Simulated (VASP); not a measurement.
# Rh (Im-3m) in VASP: single point with PBE

Aim: the single point of Rh with PBE.

All numbers are computed with VASP 6.6.1; they aren't measurements. Logs are shortened: lines on timing, memory, paths and dates and some standing lists are left out, and cuts for length are marked.

## 1. The cell of the first run

It takes space group Im-3m (No. 229, cubic). The conventional cell has a = 3.070 Å, b = 3.070 Å, c = 3.070 Å, α = 90.00°, β = 90.00°, γ = 90.00°. Rh (site symmetry m-3m) has 14 Rh at 2.66 to 3.07 Å within 3.5 Å.

## 2. Single point, PBE, non-collinear spin, zero start, spin-orbit coupling

INCAR

```
PREC = Accurate
ENCUT = 520
EDIFF = 1E-6
ISMEAR = 0
SIGMA = 0.05
LREAL = False
LASPH = True
NELM = 150
ALGO = Normal
ISIF = 2
LWAVE = False
LCHARG = True
MAGMOM = 0 0 0
LORBIT = 11
LSORBIT = True
GGA_COMPAT = False
LORBMOM = True
LMAXMIX = 4
GGA = PE
LVHAR = True
NBANDS = 26
```

KPOINTS

```
Automatic mesh
0
Gamma
  20 20 20
```

POSCAR

```
Rh
1.0
   -1.5350999964      1.5350999964      1.5350999964
    1.5350999964     -1.5350999964      1.5350999964
    1.5350999964      1.5350999964     -1.5350999964
Rh
1
Direct
    0.0000000000      0.0000000000      0.0000000000
```

Potentials or basis: VASP PAW PBE potentials, release 64 (Rh_pv).

Run with:

```console
$ cat potpaw_PBE.64/Rh_pv/POTCAR > POTCAR
$ mpirun -np 1 vasp_ncl > vasp.out
```

OUTCAR:

```text
PREC = Accurate
   ENCUT = 520
   EDIFF = 1E-6
   ISMEAR = 0
   LREAL = False
   LASPH = True
   NELM = 150
   ISIF = 2
   LORBIT = 11
   LSORBIT = True
   GGA = PE

 ion  position               nearest neighbor table
   1  0.000  0.000  0.000-

  LATTYP: Found a body centered cubic cell.
 ALAT       =     3.0701999928

  Lattice vectors:

 A1 = (  -1.5350999964,   1.5350999964,   1.5350999964)
 A2 = (   1.5350999964,  -1.5350999964,   1.5350999964)
 A3 = (   1.5350999964,   1.5350999964,  -1.5350999964)

Analysis of symmetry for initial positions (statically):
=====================================================================
 Subroutine PRICEL returns:
 Original cell was already a primitive cell.

 Routine SETGRP: Setting up the symmetry group for a
 body centered cubic supercell.

 Subroutine GETGRP returns: Found 48 space group operations
 (whereof 48 operations were pure point group operations)
 out of a pool of 48 trial point group operations.

The static configuration has the point symmetry O_h .

Analysis of symmetry for dynamics (positions and initial velocities):
=====================================================================
 Subroutine PRICEL returns:
 Original cell was already a primitive cell.

 Routine SETGRP: Setting up the symmetry group for a
 body centered cubic supercell.

 Subroutine GETGRP returns: Found 48 space group operations
 (whereof 48 operations were pure point group operations)
 out of a pool of 48 trial point group operations.

The dynamic configuration has the point symmetry O_h .

Analysis of structural, dynamic, and magnetic symmetry:
=====================================================================
 Subroutine PRICEL returns:
 Original cell was already a primitive cell.

 Routine SETGRP: Setting up the symmetry group for a
 body centered cubic supercell.

 Subroutine GETGRP returns: Found 48 space group operations
 (whereof 48 operations were pure point group operations)
 out of a pool of 48 trial point group operations.

The overall configuration has the point symmetry O_h .

 Subroutine INISYM returns: Found 48 space group operations
 (whereof 48 operations are pure point group operations),
 and found     1 'primitive' translations

----------------------------------------------------------------------------------------

                                     Primitive cell

  volume of cell :      14.4700

  direct lattice vectors                    reciprocal lattice vectors
    -1.535099996  1.535099996  1.535099996     0.000000000  0.325711681  0.325711681
     1.535099996 -1.535099996  1.535099996     0.325711681  0.000000000  0.325711681
     1.535099996  1.535099996 -1.535099996     0.325711681  0.325711681  0.000000000

  length of vectors
     2.658871188  2.658871188  2.658871188     0.460625876  0.460625876  0.460625876

  position of ions in fractional coordinates (direct lattice)
     0.000000000  0.000000000  0.000000000

  ion indices of the primitive-cell ions
   primitive index   ion index
                 1           1

----------------------------------------------------------------------------------------

 KPOINTS: Automatic mesh

Automatic generation of k-mesh.
 Grid dimensions read from file:
 generate k-points for:   20   20   20

 Generating k-lattice:

  Cartesian coordinates                     Fractional coordinates (reciprocal lattice)
     0.000000000  0.016285584  0.016285584     0.050000000  0.000000000  0.000000000
     0.016285584  0.000000000  0.016285584     0.000000000  0.050000000  0.000000000
     0.016285584  0.016285584  0.000000000     0.000000000  0.000000000  0.050000000

  Length of vectors
     0.023031294  0.023031294  0.023031294

  Shift w.r.t. Gamma in fractional coordinates (k-lattice)
     0.000000000  0.000000000  0.000000000

 Subroutine IBZKPT returns following result:
 ===========================================

 Found    256 irreducible k-points:
[... 39 lines left out ...]
   ICHARG =      2    charge: 1-file 2-atom 10-const
   ISPIN  =      1    spin polarized calculation?
   LNONCOLLINEAR =      T non collinear calculations
   LSORBIT =      T    spin-orbit coupling
   LASPH  =      T    aspherical Exc in radial PAW
   ENCUT  =  520.0 eV  38.22 Ry    6.18 a.u.   4.94  4.94  4.94*2*pi/ulx,y,z
   NELM   =    150;   NELMIN=  2; NELMDL= -5     # of ELM steps
   EDIFF  = 0.1E-05   stopping-criterion for ELM
   LREAL  =      F    real-space projection
   EDIFFG = 0.1E-04   stopping-criterion for IOM
   NSW    =      0    number of steps for IOM
   IBRION =     -1    ionic relax: 0-MD 1-quasi-New 2-CG
   NFREE  =      0    steps in history (QN), initial steepest desc. (CG)
   ISIF   =      2    stress and relaxation
   ISYM   =      2    0-nonsym 1-usesym 2-fastsym
   POTIM  = 0.5000    time-step for ionic-motion
   TEBEG  =    0.0;   TEEND  =   0.0 temperature during run
   PSTRESS=    0.0 pullay stress
   NELECT =      15.0000    total number of electrons
   NUPDOWN=      -1.0000    fix difference up-down
   EMIN   =  10.00;   EMAX   =-10.00  energy-range for DOS
   EFERMI =   0.00;   METHOD = LEGACY
   ISMEAR =     0;   SIGMA  =   0.05  broadening in eV -4-tet -1-fermi 0-gaus
   EFERMI_NEDOS =   21; number of points for ismear=-14 and -15
   IALGO  =     38    algorithm
   IMIX   =      4    mixing-type and parameters
     AMIX     =   0.40;   BMIX     =  1.00
     AMIX_MAG =   1.60;   BMIX_MAG =  1.00
  volume/ion in A,a.u.               =      14.47        97.65
  Fermi-wavevector in a.u.,A,eV,Ry     =   1.656845  3.130983 37.349840  2.745136
  Thomas-Fermi vector in A             =   2.744700
   LORBIT       =     11    0 simple, 1 ext, 2 COOP (PROOUT), +10 PAW based schemes
   GGA     = PE    functional components
   LHFCALC =     F    Hartree Fock is set to
   AEXX    =    0.0000 exact exchange contribution
   IVDW    =     0    specifies the selected vdW correction
   LEPSILON=     F    determine dielectric tensor
   LRPA    =     F    only Hartree local field effects (RPA)
 Gauss-broadening in eV      SIGMA  =   0.05
  energy-cutoff  :      520.00
  volume of cell :       14.47
 maximum number of plane-waves:       806
   NGX =  9   NGY =  9   NGZ =  9

 number of electron      15.0000000 magnetization       0.0000000      0.0000000      0.0000000

 number of electron      15.0000005 magnetization       0.0000000     -0.0000000     -0.0000000

 number of electron      15.0000005 magnetization      -0.0000000      0.0000000      0.0000000

 Free energy of the ion-electron system (eV)
  ---------------------------------------------------
  ext. energy  EPLUGINS =         0.00000000
  ---------------------------------------------------
  free energy    TOTEN  =        -7.06919075 eV

  energy without entropy =       -7.06508299  energy(sigma->0) =       -7.06713687

 E-fermi :  10.8363     XC(G=0): -13.6847

 val. band max:       10.8287569273   @ k =   0.3500   0.2000   0.1000
 cond. band min:      10.8422820568   @ k =  -0.3000   0.3000   0.0500
 fundamental gap:      0.0135251295
 Fermi energy:        10.8363286109

 k-point     1 :       0.0000    0.0000    0.0000
  band No.  band energies     occupation
      1     -37.7238      1.00000
      2     -37.7238      1.00000
      3     -33.8827      1.00000
      4     -33.8827      1.00000
      5     -33.8827      1.00000
      6     -33.8827      1.00000
[... 685 lines left out ...]
     25      31.9728      0.00000
     26      32.0447      0.00000

 [... further k-points ...]
[... 5 lines left out ...]
  --------------------------------------------------------------------------------------
  -------------------------------------------------------------------------------------
  Total        0.0335906      0.0335906      0.0335906      0.0000000     -0.0000000      0.0000000
  in kB        3.7192708      3.7192708      3.7192708      0.0000000     -0.0000000      0.0000000
  external PRESSURE =       3.7192708 kB  Pullay stress =       0.0000000 kB

 VOLUME and BASIS-vectors are now :
 -----------------------------------------------------------------------------
  energy-cutoff  :      520.00
  volume of cell :       14.47
      direct lattice vectors                 reciprocal lattice vectors
    -1.535099996  1.535099996  1.535099996     0.000000000  0.325711681  0.325711681
     1.535099996 -1.535099996  1.535099996     0.325711681  0.000000000  0.325711681
     1.535099996  1.535099996 -1.535099996     0.325711681  0.325711681  0.000000000

 POSITION                                       TOTAL-FORCE (eV/Angst)
 -----------------------------------------------------------------------------------
      0.00000      0.00000      0.00000        -0.000000      0.000000      0.000000
 -----------------------------------------------------------------------------------
    total drift:                                0.000000     -0.000000      0.000000

  FREE ENERGIE OF THE ION-ELECTRON SYSTEM (eV)
  ---------------------------------------------------
  free  energy   TOTEN  =        -7.0691907510 eV

  energy  without entropy=       -7.0650829938  energy(sigma->0) =       -7.06713687

 orbital moment (x)

 # of ion     p       d       tot
 ----------------------------------------
  1        -0.000  -0.000  -0.000
 ----------------------------------------
           -0.000  -0.000  -0.000

 orbital moment (y)

 # of ion     p       d       tot
 ----------------------------------------
  1        -0.000   0.000   0.000
 ----------------------------------------
           -0.000   0.000   0.000

 orbital moment (z)

 # of ion     p       d       tot
 ----------------------------------------
  1         0.000  -0.000  -0.000
 ----------------------------------------
            0.000  -0.000  -0.000

 Spin-Orbit-Coupling matrix elements

 Ion:    1  E_soc:     -0.3211775
 l=   1
     0.0000000    -0.0415077    -0.0415077
    -0.0415077     0.0000000    -0.0415077
    -0.0415077    -0.0415077     0.0000000
 l=   2
     0.0000000    -0.0012813     0.0000000    -0.0012813    -0.0107405
    -0.0012813     0.0000000    -0.0080554    -0.0012813    -0.0026851
     0.0000000    -0.0080554     0.0000000    -0.0080554     0.0000000
    -0.0012813    -0.0012813    -0.0080554     0.0000000    -0.0026851
    -0.0107405    -0.0026851     0.0000000    -0.0026851     0.0000000
 l=   3
     0.0000000     0.0000000     0.0000000     0.0000000     0.0000000     0.0000000     0.0000000
     0.0000000     0.0000000     0.0000000     0.0000000     0.0000000     0.0000000     0.0000000
     0.0000000     0.0000000     0.0000000     0.0000000     0.0000000     0.0000000     0.0000000
     0.0000000     0.0000000     0.0000000     0.0000000     0.0000000     0.0000000     0.0000000
     0.0000000     0.0000000     0.0000000     0.0000000     0.0000000     0.0000000     0.0000000
     0.0000000     0.0000000     0.0000000     0.0000000     0.0000000     0.0000000     0.0000000
     0.0000000     0.0000000     0.0000000     0.0000000     0.0000000     0.0000000     0.0000000

 total charge

# of ion       s       p       d       tot
------------------------------------------
    1        0.382   6.255   7.092  13.729

 magnetization (x)

# of ion       s       p       d       tot
------------------------------------------
    1       -0.000   0.000   0.000   0.000

 magnetization (y)

# of ion       s       p       d       tot
------------------------------------------
    1       -0.000   0.000   0.000  -0.000

 magnetization (z)

# of ion       s       p       d       tot
------------------------------------------
    1       -0.000   0.000  -0.000  -0.000
```

It took 1.7 min on 1 thread of Intel Xeon Platinum 8375C at 2.90GHz (Ice Lake), shared host; peak memory 0.25 GiB.

Results:

| Item | Value |
| --- | --- |
| Free energy | -7.0692 eV |
| Pressure | 0.4 GPa |
| Net moment | 0.00 μB per cell |
| Valence electrons inside the program's atomic spheres | Rh 13.73 |

Moments on the atoms (μB; x, y, z):
```
Rh  0.00 0.00 0.00
```
